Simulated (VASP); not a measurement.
# BN (P6_3mc) in VASP: notebook, part 2 of 2

VASP 6.6.1. The steps go on from the part before.

### 5 Single point, PBEsol

This run uses another cell than the first one, of 6.43 Å³/atom, 1.073 times its volume.

File INCAR:

```
ALGO = Normal
EDIFF = 1E-6
ENCUT = 520
GGA = PS
ISIF = 2
ISMEAR = 0
LASPH = T
LCHARG = T
LELF = T
LREAL = F
LVHAR = T
LWAVE = F
NBANDS = 16
NELM = 60
PREC = Accurate
SIGMA = 0.01
```

File KPOINTS:

```
k-points
0
Gamma
  8 8 5
```

File POSCAR:

```
BN
1.0
    2.6178623728      0.0000000000      0.0000000000
   -1.3089311864      2.2671348808      0.0000000000
    0.0000000000      0.0000000000      4.3345442048
B N
2 2
Direct
    0.6666666667      0.3333333333      0.0000000000
    0.3333333333      0.6666666667      0.5000000000
    0.6666666667      0.3333333333      0.3750000000
    0.3333333333      0.6666666667      0.8750000000
```

Potentials or basis: VASP PAW PBE potentials, release 64 (B, N).

The run is started by

```bash
$ cat potpaw_PBE.64/B/POTCAR potpaw_PBE.64/N/POTCAR > POTCAR
$ mpirun -np 1 vasp_std > vasp.out
```

OUTCAR:

```text
EDIFF = 1E-6
   ENCUT = 520
   GGA = PS
   ISIF = 2
   ISMEAR = 0
   LASPH = T
   LREAL = F
   NELM = 60
   PREC = Accurate

 ion  position               nearest neighbor table
   1  0.667  0.333  0.000-   4 1.61   4 1.61   4 1.61   3 1.63
   2  0.333  0.667  0.500-   3 1.61   3 1.61   3 1.61   4 1.63
   3  0.667  0.333  0.375-   2 1.61   2 1.61   2 1.61   1 1.63
   4  0.333  0.667  0.875-   1 1.61   1 1.61   1 1.61   2 1.63

  LATTYP: Found a hexagonal cell.
 ALAT       =     2.6178623728
 C/A-ratio  =     1.6557570978

  Lattice vectors:

 A1 = (   2.6178623728,   0.0000000000,   0.0000000000)
 A2 = (  -1.3089311864,   2.2671348808,   0.0000000000)
 A3 = (   0.0000000000,   0.0000000000,   4.3345442048)

Analysis of symmetry for initial positions (statically):
=====================================================================
 Subroutine PRICEL returns:
 Original cell was already a primitive cell.

 Routine SETGRP: Setting up the symmetry group for a
 hexagonal supercell.

 Subroutine GETGRP returns: Found 12 space group operations
 (whereof  6 operations were pure point group operations)
 out of a pool of 24 trial point group operations.

The static configuration has the point symmetry C_3v.
 The point group associated with its full space group is C_6v.

Analysis of symmetry for dynamics (positions and initial velocities):
=====================================================================
 Subroutine PRICEL returns:
 Original cell was already a primitive cell.

 Routine SETGRP: Setting up the symmetry group for a
 hexagonal supercell.

 Subroutine GETGRP returns: Found 12 space group operations
 (whereof  6 operations were pure point group operations)
 out of a pool of 24 trial point group operations.

[... 118 lines left out ...]
   EMIN   =  10.00;   EMAX   =-10.00  energy-range for DOS
   EFERMI =   0.00;   METHOD = LEGACY
   ISMEAR =     0;   SIGMA  =   0.01  broadening in eV -4-tet -1-fermi 0-gaus
   EFERMI_NEDOS =   21; number of points for ismear=-14 and -15
   IALGO  =     38    algorithm
   IMIX   =      4    mixing-type and parameters
     AMIX     =   0.40;   BMIX     =  1.00
     AMIX_MAG =   1.60;   BMIX_MAG =  1.00
  volume/ion in A,a.u.               =       6.43        43.40
  Fermi-wavevector in a.u.,A,eV,Ry     =   1.397416  2.640733 26.569058  1.952771
  Thomas-Fermi vector in A             =   2.520674
   LORBIT       =      0    0 simple, 1 ext, 2 COOP (PROOUT), +10 PAW based schemes
   GGA     = PS    functional components
   LHFCALC =     F    Hartree Fock is set to
   AEXX    =    0.0000 exact exchange contribution
   IVDW    =     0    specifies the selected vdW correction
   LEPSILON=     F    determine dielectric tensor
   LRPA    =     F    only Hartree local field effects (RPA)
 non-spin polarized calculation
 Gauss-broadening in eV      SIGMA  =   0.01
  energy-cutoff  :      520.00
  volume of cell :       25.73
 maximum number of plane-waves:       708
 NGX is ok and might be reduce to    20
   NGX =  9   NGY =  9   NGZ = 17

 number of electron      16.0000000 magnetization

 Free energy of the ion-electron system (eV)
  ---------------------------------------------------
  ext. energy  EPLUGINS =         0.00000000
  ---------------------------------------------------
  free energy    TOTEN  =       -36.41591901 eV

  energy without entropy =      -36.41591901  energy(sigma->0) =      -36.41591901

 E-fermi :   6.5394     XC(G=0): -12.5962

 val. band max:        6.4827894164   @ k =   0.0000   0.0000   0.0000
 cond. band min:      11.8791602106   @ k =   0.3750   0.2500   0.0000
 fundamental gap:      5.3963707942
 Fermi energy:         6.5394105987

 k-point     1 :       0.0000    0.0000    0.0000
  band No.  band energies     occupation
      1     -12.9835      2.00000
      2      -9.1775      2.00000
      3      -3.7324      2.00000
      4       4.5358      2.00000
      5       4.5358      2.00000
      6       6.2619      2.00000
[... 433 lines left out ...]
      3      -2.0546      2.00000
      4      -1.2884      2.00000
      5       2.0645      2.00000
      6       2.9128      2.00000
[... 8 lines left out ...]
     15      20.6139      0.00000
     16      21.7185      0.00000

 [... further k-points ...]
[... 5 lines left out ...]
  --------------------------------------------------------------------------------------
  -------------------------------------------------------------------------------------
  Total       -4.6277998     -4.6277980     -4.8029626      0.0000000      0.0000000      0.0000000
  in kB     -288.2156349   -288.2155236   -299.1246341      0.0000000      0.0000000      0.0000000
  external PRESSURE =    -291.8519308 kB  Pullay stress =       0.0000000 kB

 VOLUME and BASIS-vectors are now :
 -----------------------------------------------------------------------------
  energy-cutoff  :      520.00
  volume of cell :       25.73
      direct lattice vectors                 reciprocal lattice vectors
     2.617862373  0.000000000  0.000000000     0.381991051  0.220542679  0.000000000
    -1.308931186  2.267134881  0.000000000     0.000000000  0.441085358  0.000000000
     0.000000000  0.000000000  4.334544205     0.000000000  0.000000000  0.230704765

 POSITION                                       TOTAL-FORCE (eV/Angst)
 -----------------------------------------------------------------------------------
      1.30893      0.75571      0.00000        -0.000000     -0.000000     -0.019631
     -0.00000      1.51142      2.16727         0.000000      0.000000     -0.019631
      1.30893      0.75571      1.62545        -0.000000      0.000000      0.019631
     -0.00000      1.51142      3.79273         0.000000      0.000000      0.019631
 -----------------------------------------------------------------------------------
    total drift:                                0.000000      0.000000     -0.000260

  FREE ENERGIE OF THE ION-ELECTRON SYSTEM (eV)
  ---------------------------------------------------
  free  energy   TOTEN  =       -36.4159190144 eV

  energy  without entropy=      -36.4159190144  energy(sigma->0) =      -36.41591901
```

OSZICAR:

```text
N       E                     dE             d eps       ncg     rms          rms(c)
DAV:   1     0.339347106950E+02    0.33935E+02   -0.82211E+03   960   0.964E+02
DAV:   2    -0.357163116940E+02   -0.69651E+02   -0.65309E+02  1368   0.222E+02
DAV:   3    -0.380654729145E+02   -0.23492E+01   -0.23441E+01  1112   0.374E+01
DAV:   4    -0.380717942974E+02   -0.63214E-02   -0.63206E-02  1160   0.219E+00
DAV:   5    -0.380718144137E+02   -0.20116E-04   -0.20116E-04  1096   0.113E-01    0.862E+00
DAV:   6    -0.365631871432E+02    0.15086E+01   -0.19420E+00  1216   0.125E+01    0.409E+00
DAV:   7    -0.364522883328E+02    0.11090E+00   -0.23687E-01  1192   0.389E+00    0.253E+00
DAV:   8    -0.364171332487E+02    0.35155E-01   -0.46776E-02  1200   0.160E+00    0.246E-01
DAV:   9    -0.364158166277E+02    0.13166E-02   -0.18761E-03  1120   0.482E-01    0.105E-01
DAV:  10    -0.364159164142E+02   -0.99786E-04   -0.30196E-04  1200   0.135E-01    0.196E-02
DAV:  11    -0.364159184557E+02   -0.20415E-05   -0.16371E-05  1216   0.379E-02    0.102E-02
DAV:  12    -0.364159190144E+02   -0.55875E-06   -0.25726E-06  1008   0.155E-02
   1 F= -.36415919E+02 E0= -.36415919E+02  d E =-.420585E-18
```

stdout:

```text
POSCAR found type information on POSCAR B N
 POSCAR found :  2 types and       4 ions
 scaLAPACK will be used
 -----------------------------------------------------------------------------
|                                                                             |
|                                                                             |
|     You enforced a specific xc type in the INCAR file but a different       |
|     I HOPE YOU KNOW WHAT YOU ARE DOING!                                     |
|                                                                             |
 -----------------------------------------------------------------------------

 LDA part: xc-table for (Slater+PW92), standard interpolation
 POSCAR, INCAR and KPOINTS ok, starting setup
 FFT: planning ... GRIDC
 FFT: planning ... GRID_SOFT
 FFT: planning ... GRID
 WAVECAR not read
 entering main loop
```

Run time: 9.7 s. Hardware: 1 thread of Intel Xeon 6975P-C (Granite Rapids), shared host; peak memory 0.13 GiB.

Results:

| Quantity | Value |
| --- | --- |
| Free energy | -36.4159 eV |
| Pressure | -29.2 GPa |
| Largest force | 0.020 eV/Å |
| Band gap on the k mesh | 5.40 eV, indirect (least direct gap 7.75 eV) |

Forces on the atoms (eV/Å):
```
B    0.000  0.000 -0.020
B    0.000  0.000 -0.020
N    0.000  0.000  0.020
N    0.000  0.000  0.020
```

Stress tensor (GPa, compression positive):
```
-28.82   0.00   0.00
  0.00 -28.82   0.00
  0.00   0.00 -29.91
```

Caveat: the PAW data sets were made with another functional, which shifts forces and pressure a little.

### 6 Summary

| cell | gap on the mesh (eV) | pressure (GPa) | largest force (eV/Å) |
| --- | --- | --- | --- |
| a = 2.557, b = 2.557, c = 4.234 Å, angles 90.0, 90.0, 120.0°, 4 atoms | 5.33 | -6.8 | 0.04 |
| a = 2.578, b = 2.578, c = 4.268 Å, angles 90.0, 90.0, 120.0°, 4 atoms | 5.35 | -15.1 | 0.02 |
| a = 2.598, b = 2.598, c = 4.301 Å, angles 90.0, 90.0, 120.0°, 4 atoms | 5.38 | -22.6 | - |
| a = 2.618, b = 2.618, c = 4.335 Å, angles 90.0, 90.0, 120.0°, 4 atoms | 5.40 | -29.2 | 0.02 |

Alike in all rows: task single point; level PBEsol; potentials or basis VASP PAW PBE potentials, release 64 (B, N); no spin polarisation; k mesh 8 × 8 × 5; cutoff (eV) 520; smearing gaussian 0.01 eV.

Caveats: the PAW data sets were made with another functional, which shifts forces and pressure a little.

Total energies depend on the potentials used, so only differences within one code and one set of settings carry meaning.
